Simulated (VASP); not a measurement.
# Pb (Fm-3m) in VASP: further runs

Runs on Pb. Level: PBEsol. Tasks: single point.

All numbers are computed with VASP 6.6.1; they aren't measurements. Logs are shortened: lines on timing, memory, paths and dates and some standing lists are left out, and cuts for length are marked.

## 1. The cell of the first run

It takes space group Fm-3m (No. 225, cubic). Conventional cell: a = 4.698 Å, b = 4.698 Å, c = 4.698 Å, α = 90.00°, β = 90.00°, γ = 90.00°. Pb (site symmetry m-3m) has 12 Pb at 3.32 Å within 4.4 Å.

## 2. Single point, PBEsol

The input, INCAR:

```
SYSTEM = Pb
PREC = Accurate
ENCUT = 520
EDIFF = 1E-6
ISMEAR = -1
SIGMA = 0.05
LREAL = .FALSE.
LASPH = .TRUE.
NELM = 60
ALGO = Fast
ISIF = 2
LWAVE = .FALSE.
LCHARG = .FALSE.
GGA = PS
NBANDS = 13
```

The input, KPOINTS:

```
Automatic mesh
0
G
  9 9 9
  0 0 0
```

The input, POSCAR:

```
Pb
1.0
    0.0000000000      2.3488035342      2.3488035342
    2.3488035342      0.0000000000      2.3488035342
    2.3488035342      2.3488035342      0.0000000000
Pb
1
Direct
    0.0000000000      0.0000000000      0.0000000000
```

Potentials or basis: VASP PAW PBE potentials, release 64 (Pb_d).

Launch:

```bash
cat potpaw_PBE.64/Pb_d/POTCAR > POTCAR
mpirun -np 1 vasp_std > vasp.out
```

OUTCAR:

```text
SYSTEM = Pb
   PREC = Accurate
   ENCUT = 520
   EDIFF = 1E-6
   ISMEAR = -1
   LREAL = .FALSE.
   LASPH = .TRUE.
   NELM = 60
   ISIF = 2
   GGA = PS

 ion  position               nearest neighbor table
   1  0.000  0.000  0.000-

  LATTYP: Found a face centered cubic cell.
 ALAT       =     4.6976070684

  Lattice vectors:

 A1 = (   0.0000000000,   2.3488035342,   2.3488035342)
 A2 = (   2.3488035342,   0.0000000000,   2.3488035342)
 A3 = (   2.3488035342,   2.3488035342,   0.0000000000)

Analysis of symmetry for initial positions (statically):
=====================================================================
 Subroutine PRICEL returns:
 Original cell was already a primitive cell.

 Routine SETGRP: Setting up the symmetry group for a
 face centered cubic supercell.

 Subroutine GETGRP returns: Found 48 space group operations
 (whereof 48 operations were pure point group operations)
 out of a pool of 48 trial point group operations.

The static configuration has the point symmetry O_h .

Analysis of symmetry for dynamics (positions and initial velocities):
=====================================================================
 Subroutine PRICEL returns:
 Original cell was already a primitive cell.

 Routine SETGRP: Setting up the symmetry group for a
 face centered cubic supercell.

 Subroutine GETGRP returns: Found 48 space group operations
 (whereof 48 operations were pure point group operations)
 out of a pool of 48 trial point group operations.

The dynamic configuration has the point symmetry O_h .

 Subroutine INISYM returns: Found 48 space group operations
 (whereof 48 operations are pure point group operations),
 and found     1 'primitive' translations

----------------------------------------------------------------------------------------

                                     Primitive cell

  volume of cell :      25.9161

  direct lattice vectors                    reciprocal lattice vectors
     0.000000000  2.348803534  2.348803534    -0.212874339  0.212874339  0.212874339
     2.348803534  0.000000000  2.348803534     0.212874339 -0.212874339  0.212874339
     2.348803534  2.348803534  0.000000000     0.212874339  0.212874339 -0.212874339

  length of vectors
     3.321709813  3.321709813  3.321709813     0.368709171  0.368709171  0.368709171

  position of ions in fractional coordinates (direct lattice)
[... 83 lines left out ...]
   ISIF   =      2    stress and relaxation
   ISYM   =      2    0-nonsym 1-usesym 2-fastsym
   POTIM  = 0.5000    time-step for ionic-motion
   TEBEG  =    0.0;   TEEND  =   0.0 temperature during run
   PSTRESS=    0.0 pullay stress
   NELECT =      14.0000    total number of electrons
   NUPDOWN=      -1.0000    fix difference up-down
   EMIN   =  10.00;   EMAX   =-10.00  energy-range for DOS
   EFERMI =   0.00;   METHOD = LEGACY
   ISMEAR =    -1;   SIGMA  =   0.05  broadening in eV -4-tet -1-fermi 0-gaus
   EFERMI_NEDOS =   21; number of points for ismear=-14 and -15
   IALGO  =     68    algorithm
   IMIX   =      4    mixing-type and parameters
     AMIX     =   0.40;   BMIX     =  1.00
     AMIX_MAG =   1.60;   BMIX_MAG =  1.00
  volume/ion in A,a.u.               =      25.92       174.89
  Fermi-wavevector in a.u.,A,eV,Ry     =   1.333299  2.519569 24.186882  1.777686
  Thomas-Fermi vector in A             =   2.462168
   LORBIT       =      0    0 simple, 1 ext, 2 COOP (PROOUT), +10 PAW based schemes
   GGA     = PS    functional components
   LHFCALC =     F    Hartree Fock is set to
   AEXX    =    0.0000 exact exchange contribution
   IVDW    =     0    specifies the selected vdW correction
   LEPSILON=     F    determine dielectric tensor
   LRPA    =     F    only Hartree local field effects (RPA)
 non-spin polarized calculation
 RMM-DIIS sequential band-by-band and
  energy-cutoff  :      520.00
  volume of cell :       25.92
 maximum number of plane-waves:       725
 NGX is ok and might be reduce to    28
   NGX = 13   NGY = 13   NGZ = 13

 number of electron      13.9999998 magnetization

 Free energy of the ion-electron system (eV)
  ---------------------------------------------------
  ext. energy  EPLUGINS =         0.00000000
  ---------------------------------------------------
  free energy    TOTEN  =        -3.90792154 eV

  energy without entropy =       -3.90319037  energy(sigma->0) =       -3.90555596

 E-fermi :   8.7983     XC(G=0): -11.1195

 val. band max:        8.7545052887   @ k =  -0.2222   0.2222   0.0000
 cond. band min:       9.3874478478   @ k =   0.3333   0.3333   0.0000
 fundamental gap:      0.6329425591
 Fermi energy:         8.7982671805

 k-point     1 :       0.0000    0.0000    0.0000
  band No.  band energies     occupation
      1      -8.1525      2.00000
      2      -8.1525      2.00000
      3      -8.1525      2.00000
      4      -7.9255      2.00000
      5      -7.9255      2.00000
      6      -3.9500      2.00000
      7      17.6935      0.00000
      8      17.6935      0.00000
      9      17.6935      0.00000
     10      18.8073      0.00000
     11      22.3326      0.00000
     12      22.7306      0.00000
     13      22.7306      0.00000
[... 354 lines left out ...]
  band No.  band energies     occupation
      1      -8.4178      2.00000
      2      -8.2897      2.00000
      3      -7.7375      2.00000
      4      -7.6791      2.00000
      5      -7.6791      2.00000
      6       1.7843      2.00000
      7       5.9194      2.00000
      8      11.3198      0.00000
      9      11.3198      0.00000
     10      14.9848      0.00000
     11      16.2466      0.00000
     12      28.1764      0.00000
     13      30.8508      0.00000

 [... further k-points ...]

------------------------ aborting loop because EDIFF is reached ----------------------------------------

  FORCE on cell =-STRESS in cart. coord.  units (eV):
  Direction    XX          YY          ZZ          XY          YZ          ZX
  --------------------------------------------------------------------------------------
  -------------------------------------------------------------------------------------
  Total        1.6075150      1.6075150      1.6075150     -0.0000000      0.0000000      0.0000000
  in kB       99.3792124     99.3792124     99.3792124     -0.0000000      0.0000000      0.0000000
  external PRESSURE =      99.3792124 kB  Pullay stress =       0.0000000 kB

 VOLUME and BASIS-vectors are now :
 -----------------------------------------------------------------------------
  energy-cutoff  :      520.00
  volume of cell :       25.92
      direct lattice vectors                 reciprocal lattice vectors
     0.000000000  2.348803534  2.348803534    -0.212874339  0.212874339  0.212874339
     2.348803534  0.000000000  2.348803534     0.212874339 -0.212874339  0.212874339
     2.348803534  2.348803534  0.000000000     0.212874339  0.212874339 -0.212874339

 POSITION                                       TOTAL-FORCE (eV/Angst)
 -----------------------------------------------------------------------------------
      0.00000      0.00000      0.00000         0.000000      0.000000     -0.000000
 -----------------------------------------------------------------------------------
    total drift:                               -0.000000     -0.000000     -0.000000

  FREE ENERGIE OF THE ION-ELECTRON SYSTEM (eV)
  ---------------------------------------------------
  free  energy   TOTEN  =        -3.9079215373 eV

  energy  without entropy=       -3.9031903749  energy(sigma->0) =       -3.90555596
```

OSZICAR:

```text
N       E                     dE             d eps       ncg     rms          rms(c)
DAV:   1     0.107046954747E+03    0.10705E+03   -0.72686E+03   933   0.135E+03
DAV:   2     0.876824214994E+00   -0.10617E+03   -0.10250E+03   970   0.321E+02
DAV:   3    -0.382887401250E+01   -0.47057E+01   -0.46863E+01  1141   0.727E+01
DAV:   4    -0.392867577124E+01   -0.99802E-01   -0.99775E-01  1126   0.107E+01
DAV:   5    -0.393327853559E+01   -0.46028E-02   -0.46026E-02  1270   0.219E+00    0.779E-01
RMM:   6    -0.391368884814E+01    0.19590E-01   -0.17455E-02  1109   0.197E+00    0.366E-01
RMM:   7    -0.390813931668E+01    0.55495E-02   -0.11049E-02  1109   0.122E+00    0.880E-02
RMM:   8    -0.390786626559E+01    0.27305E-03   -0.20527E-03  1330   0.617E-01    0.136E-02
RMM:   9    -0.390791191112E+01   -0.45646E-04   -0.48728E-04  1389   0.215E-01    0.140E-02
RMM:  10    -0.390792676099E+01   -0.14850E-04   -0.13830E-04  1180   0.211E-01    0.176E-02
RMM:  11    -0.390791822799E+01    0.85330E-05   -0.69659E-05  1278   0.116E-01    0.232E-03
RMM:  12    -0.390792101202E+01   -0.27840E-05   -0.30229E-05  1287   0.583E-02    0.136E-03
RMM:  13    -0.390792153733E+01   -0.52531E-06   -0.47688E-06   801   0.276E-02
   1 F= -.39079215E+01 E0= -.39055560E+01  d E =-.473116E-02
```

stdout:

```text
POSCAR found type information on POSCAR Pb
 POSCAR found :  1 types and       1 ions
 scaLAPACK will be used
 -----------------------------------------------------------------------------
|                                                                             |
|                                                                             |
|     You enforced a specific xc type in the INCAR file but a different       |
|     I HOPE YOU KNOW WHAT YOU ARE DOING!                                     |
|                                                                             |
 -----------------------------------------------------------------------------

 LDA part: xc-table for (Slater+PW92), standard interpolation
 POSCAR, INCAR and KPOINTS ok, starting setup
 FFT: planning ... GRIDC
 FFT: planning ... GRID_SOFT
 FFT: planning ... GRID
 WAVECAR not read
 entering main loop
```

Wall time 24 s (1 thread of Intel Xeon Platinum 8375C at 2.90GHz (Ice Lake), shared host); peak memory 0.15 GiB.

What came out:

| Quantity | Value |
| --- | --- |
| Free energy | -3.9079 eV |
| Pressure | 9.9 GPa |
| Band gap on the k mesh | zero (band 7 reaches 17.69 eV, above the bottom of band 8 at 7.10 eV) |

Levels at points of the mesh, in eV from the Fermi level:
```csv
k point,band 3,band 4,band 5,band 6,band 7,band 8,band 9,band 10,band 11,band 12
"(0.00, 0.00, 0.00)",-16.95,-16.72,-16.72,-12.75,8.90,8.90,8.90,10.01,13.53,13.93
```

Caveat: the PAW data sets were made with another functional, which shifts forces and pressure a little; spin-orbit coupling is left out, which moves the levels of the heavy elements.

## 3. Single point, PBEsol

This run uses another cell than the first one, of 27.57 Å³/atom, 1.064 times its volume.

INCAR, as its differences from that of step 2:

```diff
@@ -9,7 +9,9 @@
 NELM = 60
-ALGO = Fast
+ALGO = Normal
 ISIF = 2
 LWAVE = .FALSE.
-LCHARG = .FALSE.
+LCHARG = .TRUE.
 GGA = PS
+LELF = .TRUE.
+LVHAR = .TRUE.
 NBANDS = 13
```

KPOINTS is that of step 2.

The input, POSCAR:

```
Pb
1.0
    0.0000000000      2.3976895822      2.3976895822
    2.3976895822      0.0000000000      2.3976895822
    2.3976895822      2.3976895822      0.0000000000
Pb
1
Direct
    0.0000000000      0.0000000000      0.0000000000
```

Potentials or basis: VASP PAW PBE potentials, release 64 (Pb_d).

Launch:

```bash
cat potpaw_PBE.64/Pb_d/POTCAR > POTCAR
mpirun -np 1 vasp_std > vasp.out
```

OUTCAR:

```text
SYSTEM = Pb
   PREC = Accurate
   ENCUT = 520
   EDIFF = 1E-6
   ISMEAR = -1
   LREAL = .FALSE.
   LASPH = .TRUE.
   NELM = 60
   ISIF = 2
   GGA = PS

 ion  position               nearest neighbor table
   1  0.000  0.000  0.000-

  LATTYP: Found a face centered cubic cell.
 ALAT       =     4.7953791644

  Lattice vectors:

 A1 = (   0.0000000000,   2.3976895822,   2.3976895822)
 A2 = (   2.3976895822,   0.0000000000,   2.3976895822)
 A3 = (   2.3976895822,   2.3976895822,   0.0000000000)

Analysis of symmetry for initial positions (statically):
[... 5 lines left out ...]
 face centered cubic supercell.

 Subroutine GETGRP returns: Found 48 space group operations
 (whereof 48 operations were pure point group operations)
 out of a pool of 48 trial point group operations.

The static configuration has the point symmetry O_h .

Analysis of symmetry for dynamics (positions and initial velocities):
[... 5 lines left out ...]
 face centered cubic supercell.

 Subroutine GETGRP returns: Found 48 space group operations
 (whereof 48 operations were pure point group operations)
 out of a pool of 48 trial point group operations.

The dynamic configuration has the point symmetry O_h .

 Subroutine INISYM returns: Found 48 space group operations
 (whereof 48 operations are pure point group operations),
 and found     1 'primitive' translations

[... 144 lines left out ...]
 fundamental gap:      0.4169937272
 Fermi energy:         8.0156408033

 k-point     1 :       0.0000    0.0000    0.0000
  band No.  band energies     occupation
      1      -8.8574      2.00000
      2      -8.8574      2.00000
      3      -8.8574      2.00000
      4      -8.6677      2.00000
      5      -8.6677      2.00000
      6      -4.2410      2.00000
      7      16.3974      0.00000
      8      16.3974      0.00000
      9      16.3974      0.00000
     10      18.0208      0.00000
     11      20.7582      0.00000
     12      21.4325      0.00000
     13      21.4325      0.00000
[... 354 lines left out ...]
  band No.  band energies     occupation
      1      -9.0759      2.00000
      2      -8.9620      2.00000
      3      -8.5093      2.00000
      4      -8.4597      2.00000
      5      -8.4597      2.00000
      6       1.0349      2.00000
      7       5.2687      2.00000
      8      10.4672      0.00000
      9      10.4672      0.00000
     10      13.9796      0.00000
     11      15.2294      0.00000
     12      27.0434      0.00000
     13      29.3024      0.00000

 [... further k-points ...]
[... 5 lines left out ...]
  --------------------------------------------------------------------------------------
  -------------------------------------------------------------------------------------
  Total        0.8412332      0.8412332      0.8412332     -0.0000000      0.0000000      0.0000000
  in kB       48.8897834     48.8897834     48.8897834     -0.0000000      0.0000000      0.0000000
  external PRESSURE =      48.8897834 kB  Pullay stress =       0.0000000 kB

 VOLUME and BASIS-vectors are now :
 -----------------------------------------------------------------------------
  energy-cutoff  :      520.00
  volume of cell :       27.57
      direct lattice vectors                 reciprocal lattice vectors
     0.000000000  2.397689582  2.397689582    -0.208534084  0.208534084  0.208534084
     2.397689582  0.000000000  2.397689582     0.208534084 -0.208534084  0.208534084
     2.397689582  2.397689582  0.000000000     0.208534084  0.208534084 -0.208534084

 POSITION                                       TOTAL-FORCE (eV/Angst)
 -----------------------------------------------------------------------------------
      0.00000      0.00000      0.00000         0.000000      0.000000      0.000000
 -----------------------------------------------------------------------------------
    total drift:                               -0.000000     -0.000000     -0.000000

  FREE ENERGIE OF THE ION-ELECTRON SYSTEM (eV)
  ---------------------------------------------------
  free  energy   TOTEN  =        -3.9838339339 eV

  energy  without entropy=       -3.9800508289  energy(sigma->0) =       -3.98194238
```

OSZICAR:

```text
N       E                     dE             d eps       ncg     rms          rms(c)
DAV:   1     0.107495066194E+03    0.10750E+03   -0.71928E+03   933   0.129E+03
DAV:   2     0.106160764929E+01   -0.10643E+03   -0.10314E+03   955   0.314E+02
DAV:   3    -0.388596374514E+01   -0.49476E+01   -0.49347E+01  1118   0.731E+01
DAV:   4    -0.400000169335E+01   -0.11404E+00   -0.11401E+00  1129   0.116E+01
DAV:   5    -0.400519309465E+01   -0.51914E-02   -0.51912E-02  1247   0.235E+00    0.687E-01
DAV:   6    -0.398861133048E+01    0.16582E-01   -0.20204E-02  1188   0.264E+00    0.317E-01
DAV:   7    -0.398416636964E+01    0.44450E-02   -0.81296E-03  1168   0.155E+00    0.893E-02
DAV:   8    -0.398383743596E+01    0.32893E-03   -0.47280E-04  1428   0.363E-01    0.929E-03
DAV:   9    -0.398383440000E+01    0.30360E-05   -0.77237E-06  1185   0.535E-02    0.445E-03
DAV:  10    -0.398383393393E+01    0.46607E-06   -0.43020E-07   770   0.663E-03
   1 F= -.39838339E+01 E0= -.39819424E+01  d E =-.378310E-02
```

Wall time 17 s (1 thread of Intel Xeon Platinum 8375C at 2.90GHz (Ice Lake), shared host); peak memory 0.15 GiB.

What came out:

```yaml
Free_energy: -3.9838 eV
Pressure: 4.9 GPa
Band_gap_on_the_k_mesh: zero (band 7 reaches 16.40 eV, above the bottom of band 8 at 6.46 eV)
```

Levels at points of the mesh, in eV from the Fermi level:
```
           k point  band 3  band 4  band 5  band 6  band 7  band 8  band 9  band 10  band 11  band 12
(0.00, 0.00, 0.00)  -16.87  -16.68  -16.68  -12.26    8.38    8.38    8.38    10.01    12.74    13.42
```

Caveat: the PAW data sets were made with another functional, which shifts forces and pressure a little; spin-orbit coupling is left out, which moves the levels of the heavy elements.
